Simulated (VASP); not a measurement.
# Ir3Cl in VASP: relaxation of the atoms with PBE

Aim: the relaxation of the atoms of Ir3Cl with PBE.

Everything below comes from runs of VASP 6.6.1. Logs are shortened: lines on timing, memory, paths and dates and some standing lists are left out, and cuts for length are marked.

### 1 The cell of the first run

The cell holds a slab with vacuum, 4 atoms: a = 2.737 Å, b = 2.737 Å, c = 19.188 Å, α = 90.00°, β = 90.00°, γ = 90.00°.

### 2 Relaxation of the atoms, PBE

Contents of INCAR:

```
SYSTEM = Ir3Cl
  PREC = Accurate
  ENCUT = 520
  EDIFF = 1E-7
  ISMEAR = 0
  SIGMA = 0.1
  LREAL = .FALSE.
  LASPH = .TRUE.
  NELM = 100
  ALGO = Normal
  ISIF = 2
  LWAVE = .FALSE.
  LCHARG = .FALSE.
  LDIPOL = .TRUE.
  IDIPOL = 3
  DIPOL = 0.5 0.5 0.356
  GGA = PE
  IBRION = 2
  NSW = 36
  EDIFFG = -0.025
```

Contents of KPOINTS:

```
regular mesh
0
G
  10 10 1
  0 0 0
```

Contents of POSCAR:

```
Ir3Cl
1.0
    2.7367600872      0.0000000000      0.0000000000
    0.0000000000      2.7367600872      0.0000000000
    0.0000000000      0.0000000000     19.1883373425
Ir Cl
3 1
Selective dynamics
Direct
    0.5000000000      0.5000000000      0.2084599582  F F F
    0.0000000000      0.0000000000      0.3045662601  F F F
    0.5000000000      0.5000000000      0.4006776202  F F F
    0.5000000000      0.8333333333      0.5089775140  F F T
```

Potentials or basis: VASP PAW PBE potentials, release 64 (Ir, Cl).

Launch:

```sh
$ cat potpaw_PBE.64/Ir/POTCAR potpaw_PBE.64/Cl/POTCAR > POTCAR
$ mpirun -np 1 vasp_std > vasp.out
```

OUTCAR:

```text
SYSTEM = Ir3Cl
   PREC = Accurate
   ENCUT = 520
   EDIFF = 1E-7
   ISMEAR = 0
   LREAL = .FALSE.
   LASPH = .TRUE.
   NELM = 100
   ISIF = 2
   GGA = PE
   IBRION = 2
   NSW = 36
   EDIFFG = -0.025

 ion  position               nearest neighbor table
   1  0.500  0.500  0.208-   2 2.67   2 2.67   2 2.67   2 2.67
   2  0.000  0.000  0.305-   1 2.67   1 2.67   1 2.67   1 2.67   3 2.67   3 2.67   3 2.67   3 2.67

   3  0.500  0.500  0.401-   4 2.27   2 2.67   2 2.67   2 2.67   2 2.67   4 2.77
   4  0.500  0.833  0.509-   3 2.27   3 2.77

  LATTYP: Found a simple tetragonal cell.
 ALAT       =     2.7367600872
 C/A-ratio  =     7.0113333764

  Lattice vectors:

 A1 = (   2.7367600872,   0.0000000000,   0.0000000000)
 A2 = (   0.0000000000,   2.7367600872,   0.0000000000)
 A3 = (   0.0000000000,   0.0000000000,  19.1883373425)

Analysis of symmetry for initial positions (statically):
=====================================================================
 Subroutine PRICEL returns:
 Original cell was already a primitive cell.

 Routine SETGRP: Setting up the symmetry group for a
 simple tetragonal supercell.

 Subroutine GETGRP returns: Found  2 space group operations
 (whereof  2 operations were pure point group operations)
 out of a pool of 16 trial point group operations.

The static configuration has the point symmetry C_1h.

Analysis of symmetry for dynamics (positions and initial velocities):
=====================================================================
 Subroutine PRICEL returns:
 Original cell was already a primitive cell.

 Routine SETGRP: Setting up the symmetry group for a
 simple tetragonal supercell.

 Subroutine GETGRP returns: Found  2 space group operations
 (whereof  2 operations were pure point group operations)
 out of a pool of 16 trial point group operations.

The dynamic configuration has the point symmetry C_1h.

Analysis of constrained symmetry for selective dynamics:
=====================================================================
 Subroutine PRICEL returns:
 Original cell was already a primitive cell.

 Routine SETGRP: Setting up the symmetry group for a
 simple tetragonal supercell.

 Subroutine GETGRP returns: Found  2 space group operations
 (whereof  2 operations were pure point group operations)
 out of a pool of 16 trial point group operations.

The constrained configuration has the point symmetry C_1h.

 Subroutine INISYM returns: Found  2 space group operations
 (whereof  2 operations are pure point group operations),
 and found     1 'primitive' translations

----------------------------------------------------------------------------------------

                                     Primitive cell

  volume of cell :     143.7179

  direct lattice vectors                    reciprocal lattice vectors
     2.736760087  0.000000000  0.000000000     0.365395566  0.000000000  0.000000000
     0.000000000  2.736760087  0.000000000     0.000000000  0.365395566  0.000000000
     0.000000000  0.000000000 19.188337342     0.000000000  0.000000000  0.052114990

  length of vectors
     2.736760087  2.736760087 19.188337342     0.365395566  0.365395566  0.052114990

  position of ions in fractional coordinates (direct lattice)
     0.500000000  0.500000000  0.208459958
     0.000000000  0.000000000  0.304566260
     0.500000000  0.500000000  0.400677620
     0.500000000  0.833333333  0.508977514

  ion indices of the primitive-cell ions
   primitive index   ion index
                 1           1
                 2           2
                 3           3
                 4           4

----------------------------------------------------------------------------------------

 KPOINTS: regular mesh

Automatic generation of k-mesh.
 Grid dimensions read from file:
 generate k-points for:   10   10    1

 Generating k-lattice:

  Cartesian coordinates                     Fractional coordinates (reciprocal lattice)
     0.036539557  0.000000000  0.000000000     0.100000000  0.000000000  0.000000000
     0.000000000  0.036539557  0.000000000     0.000000000  0.100000000  0.000000000
     0.000000000  0.000000000  0.052114990     0.000000000  0.000000000  1.000000000

  Length of vectors
     0.036539557  0.036539557  0.052114990

  Shift w.r.t. Gamma in fractional coordinates (k-lattice)
     0.000000000  0.000000000  0.000000000

 Subroutine IBZKPT returns following result:
 ===========================================

 Found     36 irreducible k-points:

 Following reciprocal coordinates:
            Coordinates               Weight
  0.000000  0.000000  0.000000      1.000000
  0.100000  0.000000  0.000000      2.000000
  0.000000  0.100000  0.000000      2.000000
  0.200000  0.000000  0.000000      2.000000
  0.000000  0.200000  0.000000      2.000000
  0.300000  0.000000  0.000000      2.000000
[... 16 lines left out ...]
 -0.200000  0.300000  0.000000      4.000000
  0.400000  0.200000  0.000000      4.000000
 [... further k-points ...]
   k-points           NKPTS =     36   k-points in BZ     NKDIM =     36   number of bands    NBANDS=     21
   number of dos      NEDOS =    301   number of ions     NIONS =      4
   total plane-waves  NPLWV =  57600
   dimension x,y,z NGX =    20 NGY =   20 NGZ =  144
   dimension x,y,z NGXF=    40 NGYF=   40 NGZF=  288
   ions per type =               3   1
   NGX,Y,Z   is equivalent  to a cutoff of  12.15, 12.15, 12.48 a.u.
   NGXF,Y,Z  is equivalent  to a cutoff of  24.30, 24.30, 24.95 a.u.
 SYSTEM =  Ir3Cl
   PREC   = accura    normal or accurate (medium, high low for compatibility)
   ISTART =      0    job   : 0-new  1-cont  2-samecut
   ICHARG =      2    charge: 1-file 2-atom 10-const
   ISPIN  =      1    spin polarized calculation?
   LNONCOLLINEAR =      F non collinear calculations
   LSORBIT =      F    spin-orbit coupling
   LASPH  =      T    aspherical Exc in radial PAW
   ENCUT  =  520.0 eV  38.22 Ry    6.18 a.u.   5.09  5.09 35.68*2*pi/ulx,y,z
   NELM   =    100;   NELMIN=  2; NELMDL= -5     # of ELM steps
   EDIFF  = 0.1E-06   stopping-criterion for ELM
   LREAL  =      F    real-space projection
   EDIFFG = -.3E-01   stopping-criterion for IOM
   NSW    =     36    number of steps for IOM
   IBRION =      2    ionic relax: 0-MD 1-quasi-New 2-CG
   NFREE  =      1    steps in history (QN), initial steepest desc. (CG)
   ISIF   =      2    stress and relaxation
   ISYM   =      2    0-nonsym 1-usesym 2-fastsym
   POTIM  = 0.5000    time-step for ionic-motion
   TEBEG  =    0.0;   TEEND  =   0.0 temperature during run
   PSTRESS=    0.0 pullay stress
   NELECT =      34.0000    total number of electrons
   NUPDOWN=      -1.0000    fix difference up-down
   EMIN   =  10.00;   EMAX   =-10.00  energy-range for DOS
   EFERMI =   0.00;   METHOD = LEGACY
   ISMEAR =     0;   SIGMA  =   0.10  broadening in eV -4-tet -1-fermi 0-gaus
   EFERMI_NEDOS =   21; number of points for ismear=-14 and -15
   IALGO  =     38    algorithm
   IMIX   =      4    mixing-type and parameters
     AMIX     =   0.40;   BMIX     =  1.00
     AMIX_MAG =   1.60;   BMIX_MAG =  1.00
  volume/ion in A,a.u.               =      35.93       242.46
  Fermi-wavevector in a.u.,A,eV,Ry     =   1.012506  1.913359 13.948258  1.025168
  Thomas-Fermi vector in A             =   2.145619
   LORBIT       =      0    0 simple, 1 ext, 2 COOP (PROOUT), +10 PAW based schemes
   GGA     = PE    functional components
   LHFCALC =     F    Hartree Fock is set to
   AEXX    =    0.0000 exact exchange contribution
   IVDW    =     0    specifies the selected vdW correction
   LEPSILON=     F    determine dielectric tensor
   LRPA    =     F    only Hartree local field effects (RPA)
 conjugate gradient relaxation of ions
 non-spin polarized calculation
 Gauss-broadening in eV      SIGMA  =   0.10
  energy-cutoff  :      520.00
  volume of cell :      143.72
 maximum number of plane-waves:      3910
   NGX = 11   NGY = 11   NGZ = 71

--------------------------------------- Ionic step        1  -------------------------------------------

 number of electron      33.9999997 magnetization

 Free energy of the ion-electron system (eV)
  ---------------------------------------------------
  ext. energy  EPLUGINS =         0.00000000
  ---------------------------------------------------
  free energy    TOTEN  =       -26.19406759 eV

  energy without entropy =      -26.17836137  energy(sigma->0) =      -26.18621448

------------------------ aborting loop because EDIFF is reached ----------------------------------------

  FORCE on cell =-STRESS in cart. coord.  units (eV):
  Direction    XX          YY          ZZ          XY          YZ          ZX
  --------------------------------------------------------------------------------------
  -------------------------------------------------------------------------------------
  Total        1.6732841      3.2574254      3.0343272      0.0000000      0.9258269      0.0000000
  in kB       18.6538929     36.3140143     33.8269000      0.0000000     10.3211855      0.0000000
  external PRESSURE =      29.5982691 kB  Pullay stress =       0.0000000 kB
[... 57 lines left out ...]
  FREE ENERGIE OF THE ION-ELECTRON SYSTEM (eV)
  ---------------------------------------------------
  free  energy   TOTEN  =       -26.2186380174 eV

  energy  without entropy=      -26.2037373700  energy(sigma->0) =      -26.21118769

 dipolmoment           0.000000      0.000000     -0.011330 electrons x Angstroem

--------------------------------------- Ionic step        3  -------------------------------------------

 number of electron      33.9999996 magnetization

 dipolmoment           0.000000      0.000000      0.001476 electrons x Angstroem

 Free energy of the ion-electron system (eV)
  ---------------------------------------------------
  ext. energy  EPLUGINS =         0.00000000
  ---------------------------------------------------
  free energy    TOTEN  =       -26.22779118 eV

  energy without entropy =      -26.21322659  energy(sigma->0) =      -26.22050888

 E-fermi :   0.5405     XC(G=0):  -6.2579

 val. band max:        0.5382915360   @ k =   0.3000   0.0000   0.0000
 cond. band min:       0.5742815956   @ k =   0.5000   0.4000   0.0000
 fundamental gap:      0.0359900596
 Fermi energy:         0.5405124150

 k-point     1 :       0.0000    0.0000    0.0000
  band No.  band energies     occupation
      1     -16.4944      2.00000
      2      -9.3415      2.00000
      3      -6.8874      2.00000
      4      -6.4790      2.00000
      5      -6.2545      2.00000
      6      -5.0132      2.00000
[... 550 lines left out ...]
      5      -5.1761      2.00000
      6      -4.3952      2.00000
[... 13 lines left out ...]
     20       1.7976      0.00000
     21       3.6219      0.00000

 [... further k-points ...]

------------------------ aborting loop because EDIFF is reached ----------------------------------------

 vacuum level on the upper side and lower side of the slab       (xc-potential included)        -0.160        -0.205

  FORCE on cell =-STRESS in cart. coord.  units (eV):
  Direction    XX          YY          ZZ          XY          YZ          ZX
  --------------------------------------------------------------------------------------
  -------------------------------------------------------------------------------------
  Total        1.3107360      2.4858864      1.0347077      0.0000000      0.1029206      0.0000000
  in kB       14.6121802     27.7128416     11.5349968      0.0000000      1.1473664      0.0000000
  external PRESSURE =      17.9533395 kB  Pullay stress =       0.0000000 kB

 VOLUME and BASIS-vectors are now :
 -----------------------------------------------------------------------------
  energy-cutoff  :      520.00
  volume of cell :      143.72
      direct lattice vectors                 reciprocal lattice vectors
     2.736760087  0.000000000  0.000000000     0.365395566  0.000000000  0.000000000
     0.000000000  2.736760087  0.000000000     0.000000000  0.365395566  0.000000000
     0.000000000  0.000000000 19.188337342     0.000000000  0.000000000  0.052114990
[... 10 lines left out ...]
  FREE ENERGIE OF THE ION-ELECTRON SYSTEM (eV)
  ---------------------------------------------------
  free  energy   TOTEN  =       -26.2277911774 eV

  energy  without entropy=      -26.2132265861  energy(sigma->0) =      -26.22050888

 reached required accuracy - stopping structural energy minimisation

 vacuum level on the upper side and lower side of the slab         5.722         5.678
```

It took 11 min on 1 thread of Intel Xeon 8259CL, shared host; peak memory 0.3 GiB.

What came out:

* Free energy: -26.2278 eV
* Energy gained by relaxing: 8.4 meV/atom
* Ionic steps: 3
* Band gap on the k mesh: zero (bands 17 and 18 overlap by 1.90 eV)

Step by step:
```
step  energy change (eV)  largest force on free atoms (eV/Å)  pressure (GPa)
   1              0.0000                              0.8319            2.96
   2             -0.0246                              0.4063            2.39
   3             -0.0337                              0.0126            1.80
```

Final structure:
```
CELL_PARAMETERS angstrom
2.73676 0.00000 0.00000
0.00000 2.73676 0.00000
0.00000 0.00000 19.18834
ATOMIC_POSITIONS crystal
Ir 0.50000 0.50000 0.20846
Ir 0.00000 0.00000 0.30457
Ir 0.50000 0.50000 0.40068
Cl 0.50000 0.83333 0.51361
```

Caveat: spin-orbit coupling is left out, which moves the levels of the heavy elements.

The gap in the log of VASP goes by the Fermi energy; the results here count the filled bands.